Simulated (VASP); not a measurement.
# CuSi16 (a cell with a defect) in VASP: single point with PBE

Aim: the single point of CuSi16 (a cell with a defect) with PBE.

All numbers are computed with VASP 6.6.1; they aren't measurements. Logs are shortened: lines on timing, memory, paths and dates and some standing lists are left out, and cuts for length are marked.

**1. The cell of the first run**

The cell holds a defect, 17 atoms: a = 7.679 Å, b = 7.679 Å, c = 7.679 Å, α = 60.00°, β = 60.00°, γ = 60.00°.

**2. Single point, PBE**

INCAR reads:

```
ALGO = Normal
EDIFF = 1E-6
ENCUT = 520
GGA = PE
ISIF = 2
ISMEAR = 0
LASPH = T
LCHARG = T
LELF = T
LREAL = Auto
LVHAR = T
LWAVE = F
NBANDS = 52
NELECT = 74.0
NELM = 80
PREC = Accurate
SIGMA = 0.02
```

KPOINTS reads:

```
k-points
0
Gamma
  2 2 2
```

POSCAR reads:

```
CuSi16
1.0
    0.0000000000      5.4300000000      5.4300000000
    5.4300000000      0.0000000000      5.4300000000
    5.4300000000      5.4300000000      0.0000000000
Si Cu
16 1
Direct
   -0.0108833333     -0.0009115101      0.0055765193
    0.1235880295      0.1174572744      0.1447079190
    0.0104805709     -0.0419616022      0.5154199816
    0.1235868324      0.1174569982      0.6136076427
    0.0013023941      0.4885033149      0.0087171271
    0.1165209945      0.6276395948      0.1275998158
    0.0013024862      0.4885032228      0.5008378453
    0.1423586556      0.5859925414      0.6355045120
    0.5075889503      0.0007963168      0.0110381215
    0.6206939227      0.1602156538      0.1092261510
    0.5075876611      0.0007961326      0.4799379374
    0.6420581031      0.1191663904      0.6190689687
    0.4888165746      0.5322613260     -0.0108587477
    0.6298731123      0.6297500921      0.1238077348
    0.5146543278      0.4906149171      0.4970456722
    0.6298732044      0.6297501842      0.6159291897
    0.3155885820      1.0591254144      0.8123232044
```

Potentials or basis: VASP PAW PBE potentials, release 64 (Si, Cu).

Launch:

```bash
$ cat potpaw_PBE.64/Si/POTCAR potpaw_PBE.64/Cu/POTCAR > POTCAR
$ mpirun -np 1 vasp_std > vasp.out
```

OUTCAR:

```text
EDIFF = 1E-6
   ENCUT = 520
   GGA = PE
   ISIF = 2
   ISMEAR = 0
   LASPH = T
   LREAL = Auto
   NELECT = 74.0
   NELM = 80
   PREC = Accurate

 ion  position               nearest neighbor table
   1  0.989  0.999  0.006-  10 2.32   6 2.33  17 2.33   4 2.46   2 2.46
   2  0.124  0.117  0.145-   5 2.33   3 2.34  17 2.37   9 2.41   1 2.46
   3  0.010  0.958  0.515-  12 2.32   8 2.33   2 2.34   4 2.34
   4  0.124  0.117  0.614-   7 2.33   3 2.34  17 2.37  11 2.41   1 2.46
   5  0.001  0.489  0.009-   2 2.33  14 2.33   6 2.34   8 2.35
   6  0.117  0.628  0.128-   1 2.33  13 2.34   5 2.34   7 2.34
   7  0.001  0.489  0.501-   4 2.33  16 2.33   6 2.34   8 2.35
   8  0.142  0.586  0.636-   3 2.33  15 2.34   7 2.35   5 2.35
   9  0.508  0.001  0.011-  14 2.33  10 2.34  17 2.37   2 2.41  12 2.46
  10  0.621  0.160  0.109-   1 2.32  13 2.33  11 2.34   9 2.34
  11  0.508  0.001  0.480-  16 2.33  10 2.34  17 2.37   4 2.41  12 2.46
  12  0.642  0.119  0.619-   3 2.32  15 2.33  17 2.33   9 2.46  11 2.46
  13  0.489  0.532  0.989-  10 2.33   6 2.34  14 2.35  16 2.35
  14  0.630  0.630  0.124-   9 2.33   5 2.33  15 2.34  13 2.35
  15  0.515  0.491  0.497-  12 2.33   8 2.34  16 2.34  14 2.34
  16  0.630  0.630  0.616-  11 2.33   7 2.33  15 2.34  13 2.35
  17  0.316  0.059  0.812-  12 2.33   1 2.33  11 2.37   2 2.37   9 2.37   4 2.37

  LATTYP: Found a face centered cubic cell.
 ALAT       =    10.8600000000

  Lattice vectors:

 A1 = (   0.0000000000,   5.4300000000,   5.4300000000)
 A2 = (   5.4300000000,   0.0000000000,   5.4300000000)
 A3 = (   5.4300000000,   5.4300000000,   0.0000000000)

Analysis of symmetry for initial positions (statically):
=====================================================================
 Subroutine PRICEL returns:
 Original cell was already a primitive cell.

 Routine SETGRP: Setting up the symmetry group for a
 face centered cubic supercell.

 Subroutine GETGRP returns: Found  4 space group operations
 (whereof  1 operations were pure point group operations)
 out of a pool of 48 trial point group operations.

The static configuration has the point symmetry C_1 .
 The point group associated with its full space group is C_2h.

Analysis of symmetry for dynamics (positions and initial velocities):
=====================================================================
 Subroutine PRICEL returns:
 Original cell was already a primitive cell.

 Routine SETGRP: Setting up the symmetry group for a
 face centered cubic supercell.

 Subroutine GETGRP returns: Found  4 space group operations
 (whereof  1 operations were pure point group operations)
 out of a pool of 48 trial point group operations.

The dynamic configuration has the point symmetry C_1 .
 The point group associated with its full space group is C_2h.

 Subroutine INISYM returns: Found  4 space group operations
 (whereof  1 operations are pure point group operations),
 and found     1 'primitive' translations

----------------------------------------------------------------------------------------

                                     Primitive cell

  volume of cell :     320.2060

  direct lattice vectors                    reciprocal lattice vectors
     0.000000000  5.430000000  5.430000000    -0.092081031  0.092081031  0.092081031
     5.430000000  0.000000000  5.430000000     0.092081031 -0.092081031  0.092081031
     5.430000000  5.430000000  0.000000000     0.092081031  0.092081031 -0.092081031

  length of vectors
     7.679179644  7.679179644  7.679179644     0.159489025  0.159489025  0.159489025

  position of ions in fractional coordinates (direct lattice)
     0.989116667  0.999088490  0.005576519
     0.123588029  0.117457274  0.144707919
     0.010480571  0.958038398  0.515419982
     0.123586832  0.117456998  0.613607643
     0.001302394  0.488503315  0.008717127
     0.116520995  0.627639595  0.127599816
[... 9 lines left out ...]
     0.629873204  0.629750184  0.615929190
     0.315588582  0.059125414  0.812323204

  ion indices of the primitive-cell ions
   primitive index   ion index
                 1           1
                 2           2
                 3           3
                 4           4
                 5           5
                 6           6
[... 9 lines left out ...]
                16          16
                17          17

----------------------------------------------------------------------------------------

 KPOINTS: k-points

Automatic generation of k-mesh.
 Grid dimensions read from file:
 generate k-points for:    2    2    2

 Generating k-lattice:

  Cartesian coordinates                     Fractional coordinates (reciprocal lattice)
    -0.046040516  0.046040516  0.046040516     0.500000000  0.000000000  0.000000000
     0.046040516 -0.046040516  0.046040516     0.000000000  0.500000000  0.000000000
     0.046040516  0.046040516 -0.046040516     0.000000000  0.000000000  0.500000000

  Length of vectors
     0.079744512  0.079744512  0.079744512

  Shift w.r.t. Gamma in fractional coordinates (k-lattice)
     0.000000000  0.000000000  0.000000000

 Subroutine IBZKPT returns following result:
 ===========================================

 Found      6 irreducible k-points:

 Following reciprocal coordinates:
            Coordinates               Weight
  0.000000  0.000000  0.000000      1.000000
  0.500000  0.000000  0.000000      1.000000
  0.000000  0.500000  0.000000      1.000000
  0.000000  0.000000  0.500000      2.000000
  0.500000  0.500000  0.000000      1.000000
  0.000000  0.500000  0.500000      2.000000
   k-points           NKPTS =      6   k-points in BZ     NKDIM =      6   number of bands    NBANDS=     52
   number of dos      NEDOS =    301   number of ions     NIONS =     17
   total plane-waves  NPLWV = 216000
   dimension x,y,z NGX =    60 NGY =   60 NGZ =   60
   dimension x,y,z NGXF=   120 NGYF=  120 NGZF=  120
   ions per type =              16   1
   NGX,Y,Z   is equivalent  to a cutoff of  12.99, 12.99, 12.99 a.u.
   NGXF,Y,Z  is equivalent  to a cutoff of  25.98, 25.98, 25.98 a.u.
 SYSTEM =  unknown system
   PREC   = accura    normal or accurate (medium, high low for compatibility)
   ISTART =      0    job   : 0-new  1-cont  2-samecut
   ICHARG =      2    charge: 1-file 2-atom 10-const
   ISPIN  =      1    spin polarized calculation?
   LNONCOLLINEAR =      F non collinear calculations
   LSORBIT =      F    spin-orbit coupling
   LASPH  =      T    aspherical Exc in radial PAW
   ENCUT  =  520.0 eV  38.22 Ry    6.18 a.u.  14.28 14.28 14.28*2*pi/ulx,y,z
   NELM   =     80;   NELMIN=  2; NELMDL= -5     # of ELM steps
   EDIFF  = 0.1E-05   stopping-criterion for ELM
   LREAL  =      T    real-space projection
   EDIFFG = 0.1E-04   stopping-criterion for IOM
   NSW    =      0    number of steps for IOM
   IBRION =     -1    ionic relax: 0-MD 1-quasi-New 2-CG
   NFREE  =      0    steps in history (QN), initial steepest desc. (CG)
   ISIF   =      2    stress and relaxation
   ISYM   =      2    0-nonsym 1-usesym 2-fastsym
   POTIM  = 0.5000    time-step for ionic-motion
   TEBEG  =    0.0;   TEEND  =   0.0 temperature during run
   PSTRESS=    0.0 pullay stress
   NELECT =      74.0000    total number of electrons
   NUPDOWN=      -1.0000    fix difference up-down
   EMIN   =  10.00;   EMAX   =-10.00  energy-range for DOS
   EFERMI =   0.00;   METHOD = LEGACY
   ISMEAR =     0;   SIGMA  =   0.02  broadening in eV -4-tet -1-fermi 0-gaus
   EFERMI_NEDOS =   21; number of points for ismear=-14 and -15
   IALGO  =     38    algorithm
   IMIX   =      4    mixing-type and parameters
     AMIX     =   0.40;   BMIX     =  1.00
     AMIX_MAG =   1.60;   BMIX_MAG =  1.00
  volume/ion in A,a.u.               =      18.84       127.11
  Fermi-wavevector in a.u.,A,eV,Ry     =   1.004636  1.898488 13.732283  1.009294
  Thomas-Fermi vector in A             =   2.137265
   LORBIT       =      0    0 simple, 1 ext, 2 COOP (PROOUT), +10 PAW based schemes
   GGA     = PE    functional components
   LHFCALC =     F    Hartree Fock is set to
   AEXX    =    0.0000 exact exchange contribution
   IVDW    =     0    specifies the selected vdW correction
   LEPSILON=     F    determine dielectric tensor
   LRPA    =     F    only Hartree local field effects (RPA)
 non-spin polarized calculation
 Gauss-broadening in eV      SIGMA  =   0.02
  energy-cutoff  :      520.00
  volume of cell :      320.21
 maximum number of plane-waves:      8646
 NGX is ok and might be reduce to    60
   NGX = 29   NGY = 29   NGZ = 29

 number of electron      74.0000000 magnetization

 Free energy of the ion-electron system (eV)
  ---------------------------------------------------
  ext. energy  EPLUGINS =         0.00000000
  ---------------------------------------------------
  free energy    TOTEN  =       -94.17021981 eV

  energy without entropy =      -94.17021981  energy(sigma->0) =      -94.17021981

 E-fermi :   6.3961     XC(G=0):  -9.6167

 val. band max:        6.3121558661   @ k =   0.0000   0.0000   0.0000
 cond. band min:       6.4802849199   @ k =   0.0000   0.0000   0.0000
 fundamental gap:      0.1681290538
 Fermi energy:         6.3961463142

 k-point     1 :       0.0000    0.0000    0.0000
  band No.  band energies     occupation
      1      -5.8996      2.00000
      2      -3.5541      2.00000
      3      -3.5169      2.00000
      4      -3.4843      2.00000
      5      -3.4709      2.00000
      6      -1.9433      2.00000
[... 41 lines left out ...]
     48       8.4145      0.00000
     49       8.5013      0.00000

 k-point     2 :       0.5000    0.0000    0.0000
  band No.  band energies     occupation
      1      -5.1837      2.00000
      2      -4.9866      2.00000
      3      -3.3187      2.00000
      4      -3.2451      2.00000
      5      -3.1102      2.00000
      6      -3.1095      2.00000
[... 200 lines left out ...]
 k-point     6 :       0.0000    0.5000    0.5000
  band No.  band energies     occupation
      1      -4.9318      2.00000
      2      -4.7185      2.00000
      3      -3.9182      2.00000
      4      -3.7740      2.00000
      5      -3.7490      2.00000
      6      -3.7330      2.00000
[... 41 lines left out ...]
     48      10.4254      0.00000
     49      10.4538      0.00000
 [bands above 49 left out]

------------------------ aborting loop because EDIFF is reached ----------------------------------------

  FORCE on cell =-STRESS in cart. coord.  units (eV):
  Direction    XX          YY          ZZ          XY          YZ          ZX
  --------------------------------------------------------------------------------------
  -------------------------------------------------------------------------------------
  Total       -1.2735019     -1.2735019     -0.9036164     -1.1966157     -0.0604342      0.0604344
  in kB       -6.3720722     -6.3720722     -4.5213197     -5.9873660     -0.3023874      0.3023887
  external PRESSURE =      -5.7551547 kB  Pullay stress =       0.0000000 kB

 VOLUME and BASIS-vectors are now :
 -----------------------------------------------------------------------------
  energy-cutoff  :      520.00
  volume of cell :      320.21
      direct lattice vectors                 reciprocal lattice vectors
     0.000000000  5.430000000  5.430000000    -0.092081031  0.092081031  0.092081031
     5.430000000  0.000000000  5.430000000     0.092081031 -0.092081031  0.092081031
     5.430000000  5.430000000  0.000000000     0.092081031  0.092081031 -0.092081031

 POSITION                                       TOTAL-FORCE (eV/Angst)
 -----------------------------------------------------------------------------------
      5.45533      5.40118     10.79595         0.004318     -0.004318     -0.004088
      1.42356      1.45685      1.30888         0.003821      0.003846     -0.004791
      8.00088      2.85564      5.25906         0.004917     -0.004917      0.005452
      3.96968      4.00297      1.30887        -0.003846     -0.003821     -0.004791
      2.69991      0.05441      2.65964        -0.000044      0.000136      0.000212
      4.10095      1.32558      4.04079         0.000382     -0.000382      0.000774
[... 9 lines left out ...]
      6.76404      6.76471      6.83976         0.000044     -0.000136     -0.000212
      4.73197      6.12456      2.03470        -0.000000      0.000000      0.000000
 -----------------------------------------------------------------------------------
    total drift:                               -0.004434      0.004641     -0.002879

  FREE ENERGIE OF THE ION-ELECTRON SYSTEM (eV)
  ---------------------------------------------------
  free  energy   TOTEN  =       -94.1702198078 eV

  energy  without entropy=      -94.1702198077  energy(sigma->0) =      -94.17021981
```

It took 3.2 min on 1 thread of Intel Xeon 6975P-C (Granite Rapids), shared host; peak memory 0.47 GiB.

What came out:

- Free energy: -94.1702 eV
- Largest force: 0.009 eV/Å

Forces in eV/Å, atoms in the order of the input:
```
Si   0.004 -0.004 -0.004
Si   0.004  0.004 -0.005
Si   0.005 -0.005  0.005
Si  -0.004 -0.004 -0.005
Si   0.000  0.000  0.000
Si   0.000  0.000  0.001
Si   0.000  0.000  0.000
Si   0.002 -0.002  0.002
Si   0.004  0.004  0.005
Si  -0.005  0.005 -0.005
Si  -0.004 -0.004  0.005
Si  -0.004  0.004  0.004
Si  -0.002  0.002 -0.002
Si   0.000  0.000  0.000
Si   0.000  0.000 -0.001
Si   0.000  0.000  0.000
Cu   0.000  0.000  0.000
```

Caveat: the k points lie up to 0.50 Å⁻¹ apart; the cell carries a net charge on a neutralising background, which shifts energy and pressure; the cell is charged against a uniform background, so pressure and absolute levels hang on convention.
